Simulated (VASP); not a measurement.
# NaI2 in VASP: density of states with PBE

Aim: the density of states of NaI2 with PBE.

Program: VASP 6.6.1. These are calculated values, not measurements. Logs are shortened: lines on timing, memory, paths and dates and some standing lists are left out, and cuts for length are marked.

## Step 1: The cell of the first run

The cell holds a sheet with vacuum, 3 atoms: a = 3.702 Å, b = 3.702 Å, c = 32.277 Å, α = 90.00°, β = 90.00°, γ = 90.00°.

## Step 2: Density of states, PBE

POSCAR

```
NaI2
1.0
    3.7021245736      0.0000000000      0.0000000000
    0.0000000000      3.7021245736      0.0000000000
    0.0000000000      0.0000000000     32.2772992577
Na I
1 2
Direct
    0.0000000000      0.0000000000      0.2788337379
    0.5000000000      0.5000000000      0.3441633049
    0.5000000000      0.5000000000      0.2135041708
```

INCAR.step1

```
SYSTEM = NaI2
ALGO = Normal
DIPOL = 0.5 0.5 0.279
EDIFF = 1E-6
ENCUT = 520
GGA = PE
IDIPOL = 3
ISIF = 2
ISMEAR = 0
LASPH = .TRUE.
LCHARG = .TRUE.
LDIPOL = .TRUE.
LREAL = .FALSE.
LWAVE = .FALSE.
NBANDS = 18
NELM = 100
PREC = Accurate
SIGMA = 0.1
```

KPOINTS.step1

```
k-points
0
G
  12 12 1
  0 0 0
```

INCAR.step2

```
SYSTEM = NaI2
ALGO = Normal
DIPOL = 0.5 0.5 0.279
EDIFF = 1E-6
ENCUT = 520
GGA = PE
ICHARG = 11
IDIPOL = 3
ISIF = 2
ISMEAR = -5
LASPH = .TRUE.
LCHARG = .FALSE.
LDIPOL = .TRUE.
LORBIT = 11
LREAL = .FALSE.
LWAVE = .FALSE.
NBANDS = 18
NEDOS = 2001
NELM = 100
PREC = Accurate
SIGMA = 0.1
```

KPOINTS.step2

```
k-points
0
G
  18 18 1
  0 0 0
```

Potentials or basis: VASP PAW PBE potentials, release 64 (Na_pv, I).

Run with:

```
> cat potpaw_PBE.64/Na_pv/POTCAR potpaw_PBE.64/I/POTCAR > POTCAR
> cp INCAR.step1 INCAR
> cp KPOINTS.step1 KPOINTS
> mpirun -np 1 vasp_std > vasp.out
> cp INCAR.step2 INCAR
> cp KPOINTS.step2 KPOINTS
> mpirun -np 1 vasp_std > vasp.out
```

OUTCAR:

```text
SYSTEM = NaI2
   EDIFF = 1E-6
   ENCUT = 520
   GGA = PE
   ICHARG = 11
   ISIF = 2
   ISMEAR = -5
   LASPH = .TRUE.
   LORBIT = 11
   LREAL = .FALSE.
   NELM = 100
   PREC = Accurate

 ion  position               nearest neighbor table
   1  0.000  0.000  0.279-
   2  0.500  0.500  0.344-
   3  0.500  0.500  0.214-

  LATTYP: Found a simple tetragonal cell.
 ALAT       =     3.7021245736
 C/A-ratio  =     8.7185881015

  Lattice vectors:

 A1 = (   3.7021245736,   0.0000000000,   0.0000000000)
 A2 = (   0.0000000000,   3.7021245736,   0.0000000000)
 A3 = (   0.0000000000,   0.0000000000,  32.2772992577)

Analysis of symmetry for initial positions (statically):
=====================================================================
 Subroutine PRICEL returns:
 Original cell was already a primitive cell.

 Routine SETGRP: Setting up the symmetry group for a
 simple tetragonal supercell.

 Subroutine GETGRP returns: Found 16 space group operations
 (whereof  8 operations were pure point group operations)
 out of a pool of 16 trial point group operations.

The static configuration has the point symmetry C_4v.
 The point group associated with its full space group is D_4h.

Analysis of symmetry for dynamics (positions and initial velocities):
=====================================================================
 Subroutine PRICEL returns:
 Original cell was already a primitive cell.

 Routine SETGRP: Setting up the symmetry group for a
 simple tetragonal supercell.

 Subroutine GETGRP returns: Found 16 space group operations
 (whereof  8 operations were pure point group operations)
 out of a pool of 16 trial point group operations.

The dynamic configuration has the point symmetry C_4v.
 The point group associated with its full space group is D_4h.

 Subroutine INISYM returns: Found 16 space group operations
 (whereof  8 operations are pure point group operations),
 and found     1 'primitive' translations

----------------------------------------------------------------------------------------

                                     Primitive cell

  volume of cell :     442.3838

  direct lattice vectors                    reciprocal lattice vectors
     3.702124574  0.000000000  0.000000000     0.270115168  0.000000000  0.000000000
     0.000000000  3.702124574  0.000000000     0.000000000  0.270115168  0.000000000
     0.000000000  0.000000000 32.277299258     0.000000000  0.000000000  0.030981526

  length of vectors
     3.702124574  3.702124574 32.277299258     0.270115168  0.270115168  0.030981526

  position of ions in fractional coordinates (direct lattice)
     0.000000000  0.000000000  0.278833738
     0.500000000  0.500000000  0.344163305
     0.500000000  0.500000000  0.213504171

  ion indices of the primitive-cell ions
   primitive index   ion index
                 1           1
                 2           2
                 3           3

----------------------------------------------------------------------------------------

 KPOINTS: k-points

Automatic generation of k-mesh.
 Grid dimensions read from file:
 generate k-points for:   18   18    1

 Generating k-lattice:

  Cartesian coordinates                     Fractional coordinates (reciprocal lattice)
     0.015006398  0.000000000  0.000000000     0.055555556  0.000000000  0.000000000
     0.000000000  0.015006398  0.000000000     0.000000000  0.055555556  0.000000000
     0.000000000  0.000000000  0.030981526     0.000000000  0.000000000  1.000000000

  Length of vectors
     0.015006398  0.015006398  0.030981526

  Shift w.r.t. Gamma in fractional coordinates (k-lattice)
     0.000000000  0.000000000  0.000000000

 TETIRR: Found    495 inequivalent tetrahedra from     1944

 Subroutine IBZKPT returns following result:
 ===========================================

 Found     55 irreducible k-points:

 Following reciprocal coordinates:
            Coordinates               Weight
  0.000000  0.000000  0.000000      1.000000
  0.055556  0.000000  0.000000      4.000000
  0.111111  0.000000  0.000000      4.000000
  0.166667  0.000000  0.000000      4.000000
  0.222222  0.000000  0.000000      4.000000
  0.277778  0.000000  0.000000      4.000000
[... 16 lines left out ...]
  0.277778  0.111111  0.000000      8.000000
  0.333333  0.111111  0.000000      8.000000
 [... further k-points ...]
   k-points           NKPTS =     55   k-points in BZ     NKDIM =     55   number of bands    NBANDS=     18
   number of dos      NEDOS =   2001   number of ions     NIONS =      3
   total plane-waves  NPLWV = 188160
   dimension x,y,z NGX =    28 NGY =   28 NGZ =  240
   dimension x,y,z NGXF=    56 NGYF=   56 NGZF=  480
   ions per type =               1   2
   NGX,Y,Z   is equivalent  to a cutoff of  12.57, 12.57, 12.36 a.u.
   NGXF,Y,Z  is equivalent  to a cutoff of  25.15, 25.15, 24.72 a.u.
 SYSTEM =  NaI2
   PREC   = accura    normal or accurate (medium, high low for compatibility)
   ISTART =      0    job   : 0-new  1-cont  2-samecut
   ICHARG =     11    charge: 1-file 2-atom 10-const
   ISPIN  =      1    spin polarized calculation?
   LNONCOLLINEAR =      F non collinear calculations
   LSORBIT =      F    spin-orbit coupling
   LASPH  =      T    aspherical Exc in radial PAW
   ENCUT  =  520.0 eV  38.22 Ry    6.18 a.u.   6.88  6.88 60.01*2*pi/ulx,y,z
   NELM   =    100;   NELMIN=  2; NELMDL=  0     # of ELM steps
   EDIFF  = 0.1E-05   stopping-criterion for ELM
   LREAL  =      F    real-space projection
   EDIFFG = 0.1E-04   stopping-criterion for IOM
   NSW    =      0    number of steps for IOM
   IBRION =     -1    ionic relax: 0-MD 1-quasi-New 2-CG
   NFREE  =      0    steps in history (QN), initial steepest desc. (CG)
   ISIF   =      2    stress and relaxation
   ISYM   =      2    0-nonsym 1-usesym 2-fastsym
   POTIM  = 0.5000    time-step for ionic-motion
   TEBEG  =    0.0;   TEEND  =   0.0 temperature during run
   PSTRESS=    0.0 pullay stress
   NELECT =      21.0000    total number of electrons
   NUPDOWN=      -1.0000    fix difference up-down
   EMIN   =  10.00;   EMAX   =-10.00  energy-range for DOS
   EFERMI =   0.00;   METHOD = LEGACY
   ISMEAR =    -5;   SIGMA  =   0.10  broadening in eV -4-tet -1-fermi 0-gaus
   EFERMI_NEDOS =   21; number of points for ismear=-14 and -15
   IALGO  =     38    algorithm
   IMIX   =      4    mixing-type and parameters
     AMIX     =   0.40;   BMIX     =  1.00
     AMIX_MAG =   1.60;   BMIX_MAG =  1.00
  volume/ion in A,a.u.               =     147.46       995.12
  Fermi-wavevector in a.u.,A,eV,Ry     =   0.592764  1.120161  4.780661  0.351369
  Thomas-Fermi vector in A             =   1.641703
   LORBIT       =     11    0 simple, 1 ext, 2 COOP (PROOUT), +10 PAW based schemes
   GGA     = PE    functional components
   LHFCALC =     F    Hartree Fock is set to
   AEXX    =    0.0000 exact exchange contribution
   IVDW    =     0    specifies the selected vdW correction
   LEPSILON=     F    determine dielectric tensor
   LRPA    =     F    only Hartree local field effects (RPA)
 non-spin polarized calculation
 Fermi weights with tetrahedron method with Bloechl corrections
  energy-cutoff  :      520.00
  volume of cell :      442.38
 maximum number of plane-waves:     11964
 NGX is ok and might be reduce to    28

 number of electron      20.9999994 magnetization

 dipolmoment           0.000000      0.000000      0.000051 electrons x Angstroem

 Free energy of the ion-electron system (eV)
  ---------------------------------------------------
  ext. energy  EPLUGINS =         0.00000000
  ---------------------------------------------------
  free energy    TOTEN  =        -6.17468275 eV

  energy without entropy =       -6.17468275  energy(sigma->0) =       -6.17468275

 E-fermi :  -4.0576     XC(G=0):  -2.2309

 val. band max:       -4.0527819909   @ k =   0.1111   0.0000   0.0000
 cond. band min:      -4.0322430647   @ k =   0.4444   0.1111   0.0000
 fundamental gap:      0.0205389262
 Fermi energy:        -4.0575954143

 k-point     1 :       0.0000    0.0000    0.0000
  band No.  band energies     occupation
      1     -27.5267      2.00000
      2     -27.5267      2.00000
      3     -27.5189      2.00000
      4     -16.2736      2.00000
      5     -16.1322      2.00000
      6      -6.9501      2.00000
[... 10 lines left out ...]
     17       2.4011      0.00000
     18       2.4375      0.00000

 k-point     2 :       0.0556    0.0000    0.0000
  band No.  band energies     occupation
      1     -27.5274      2.00000
      2     -27.5267      2.00000
      3     -27.5188      2.00000
      4     -16.2588      2.00000
      5     -16.1184      2.00000
      6      -6.9299      2.00000
[... 10 lines left out ...]
     17       2.4605      0.00000
     18       2.4798      0.00000

 k-point     3 :       0.1111    0.0000    0.0000
  band No.  band energies     occupation
      1     -27.5293      2.00000
      2     -27.5265      2.00000
      3     -27.5186      2.00000
      4     -16.2159      2.00000
      5     -16.0780      2.00000
      6      -6.8710      2.00000
[... 412 lines left out ...]
 k-point    23 :       0.2778    0.1111    0.0000
  band No.  band energies     occupation
      1     -27.5391      2.00000
      2     -27.5281      2.00000
      3     -27.5167      2.00000
      4     -15.9103      2.00000
      5     -15.7898      2.00000
      6      -6.5509      2.00000
[... 10 lines left out ...]
     17       3.2460      0.00000
     18       3.5681      0.00000

 k-point    24 :       0.3333    0.1111    0.0000
  band No.  band energies     occupation
      1     -27.5426      2.00000
      2     -27.5277      2.00000
      3     -27.5162      2.00000
      4     -15.8161      2.00000
      5     -15.7014      2.00000
      6      -6.8563      2.00000
[... 10 lines left out ...]
     17       3.5201      0.00000
     18       3.7349      0.00000

 [... further k-points ...]

------------------------ aborting loop because EDIFF is reached ----------------------------------------

 vacuum level on the upper side and lower side of the slab       (xc-potential included)        -0.006        -0.007

  FORCE on cell =-STRESS in cart. coord.  units (eV):
  Direction    XX          YY          ZZ          XY          YZ          ZX
  --------------------------------------------------------------------------------------
  -------------------------------------------------------------------------------------
  Total       -0.0343002     -0.0343002     -0.0231102      0.0000000      0.0000000      0.0000000
  in kB       -0.1242248     -0.1242248     -0.0836978      0.0000000      0.0000000      0.0000000
  external PRESSURE =      -0.1107158 kB  Pullay stress =       0.0000000 kB

 VOLUME and BASIS-vectors are now :
 -----------------------------------------------------------------------------
  energy-cutoff  :      520.00
  volume of cell :      442.38
      direct lattice vectors                 reciprocal lattice vectors
     3.702124574  0.000000000  0.000000000     0.270115168  0.000000000  0.000000000
     0.000000000  3.702124574  0.000000000     0.000000000  0.270115168  0.000000000
     0.000000000  0.000000000 32.277299258     0.000000000  0.000000000  0.030981526

 POSITION                                       TOTAL-FORCE (eV/Angst)
 -----------------------------------------------------------------------------------
      0.00000      0.00000      9.00000        -0.000000     -0.000000      0.000000
      1.85106      1.85106     11.10866         0.000000      0.000000     -0.002507
      1.85106      1.85106      6.89134         0.000000     -0.000000      0.002507
 -----------------------------------------------------------------------------------
    total drift:                               -0.000000      0.000000     -0.008847

  FREE ENERGIE OF THE ION-ELECTRON SYSTEM (eV)
  ---------------------------------------------------
  free  energy   TOTEN  =        -6.1746827487 eV

  energy  without entropy=       -6.1746827487  energy(sigma->0) =       -6.17468275

 vacuum level on the upper side and lower side of the slab         1.984         1.983

 total charge

# of ion       s       p       d       tot
------------------------------------------
    1        0.041   5.972   0.000   6.013
    2        1.525   2.709   0.010   4.244
    3        1.525   2.709   0.010   4.244
--------------------------------------------------
tot          3.091  11.391   0.019  14.501
```

It took 6.8 min on 1 thread of Intel Xeon Platinum 8488C (Sapphire Rapids), shared host; peak memory 0.68 GiB.

What came out:

* Valence electrons inside the program's atomic spheres: Na 6.01; I 4.24

Caveat: spin-orbit coupling is left out, which moves the levels of the heavy elements; an odd number of electrons without spin polarisation forces a metal; a magnetic or distorted state may lie lower; tetrahedron occupations give inexact forces and stress in metals.
